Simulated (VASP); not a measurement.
## Al: single point with PBEsol+D3(BJ)

Al:

```
CELL_PARAMETERS angstrom
-2.78991 0.00000 0.00000
-1.39496 -2.41613 0.00000
0.00000 0.00000 13.94128
ATOMIC_POSITIONS crystal
Al 0.66667 0.66667 0.25000
Al 0.66667 0.66667 0.58333
Al 0.66667 0.66667 0.91667
Al 0.33333 0.33333 0.08333
Al 0.33333 0.33333 0.41667
Al 0.33333 0.33333 0.75000
```

This isn't the form of Al at room conditions, which is fcc.

```json
{
  "Program": "VASP 6.6.1",
  "Task": "single point",
  "Functional": "PBEsol",
  "Dispersion": "D3(BJ)",
  "Potentials or basis": "VASP PAW PBE potentials, release 64 (Al)",
  "Cutoff": "520 eV",
  "k mesh": "18 × 18 × 4",
  "Occupations": "gaussian, width 0.15 eV",
  "Spin": "no spin polarisation"
}
```

```
Pressure                   : 0.2 GPa
Band gap on the k mesh     : zero (bands 9 and 10 overlap by 6.19 eV)
Dispersion energy per atom : -0.335 eV
```

Stress tensor (GPa, compression positive):
```
 0.65  0.00  0.00
 0.00  0.65  0.00
 0.00  0.00 -0.74
```

Levels at points of the mesh, in eV from the Fermi level:
| k point | band 6 | band 7 | band 8 | band 9 | band 10 | band 11 |
| --- | --- | --- | --- | --- | --- | --- |
| (0.00, 0.00, 0.00) | -4.91 | -4.70 | 0.21 | 0.21 | 6.38 | 6.38 |
| (0.50, 0.00, 0.00) | -4.60 | -2.34 | -2.34 | -2.29 | -2.29 | 0.59 |
| (0.00, 0.00, 0.50) | -6.82 | -2.46 | -2.46 | 3.17 | 3.17 | 9.72 |
| (0.50, 0.00, 0.50) | -4.06 | -3.24 | -3.24 | -0.81 | -0.81 | -0.72 |

Wall time 4.5 min on 1 thread of Intel Xeon 8259CL (shared host), peak memory 0.32 GiB.

Caveat: the PAW data sets were made with another functional, which shifts forces and pressure a little.
